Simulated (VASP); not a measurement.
## LaBRh3: single point with LDA

Crystal: LaBRh3.

```
La B Rh
1.0
     4.24200    0.00000    0.00000
     0.00000    4.24200    0.00000
     0.00000    0.00000    4.24200
La B Rh
1 1 3
Direct
  0.00000 0.00000 0.00000
  0.50000 0.50000 0.50000
  0.00000 0.50000 0.50000
  0.50000 0.00000 0.50000
  0.50000 0.50000 0.00000
```

```json
{
 "Program": "VASP 6.6.1",
 "Task": "single point",
 "Functional": "LDA",
 "Potentials or basis": "VASP PAW LDA potentials, release 64 (La, B, Rh_pv)",
 "Cutoff": "520 eV",
 "k mesh": "5 × 5 × 5",
 "Occupations": "methfessel-paxton, width 0.025 eV",
 "Spin": "no spin polarisation",
 "Dipole correction": "no",
 "Further INCAR settings": "ALGO = Normal; EDIFF = 1e-06; NBANDS = 38"
}
```

| Property | Result |
| --- | --- |
| Pressure | -6.5 GPa |
| Band gap on the k mesh | zero (an odd number of electrons rules out a gap without spin polarisation) |

Levels at points of the mesh, in eV from the Fermi level:
```tsv
k point	band 26	band 27	band 28	band 29	band 30	band 31	band 32	band 33
(0.00, 0.00, 0.00)	-0.63	-0.63	-0.63	0.17	0.20	0.20	0.20	3.15
```

Run time: 36 s on 1 thread of Intel Xeon 8259CL, on a shared host, peak memory 0.17 GiB.

Caveat: the cell stands under tension; spin-orbit coupling is left out, which moves the levels of the heavy elements.
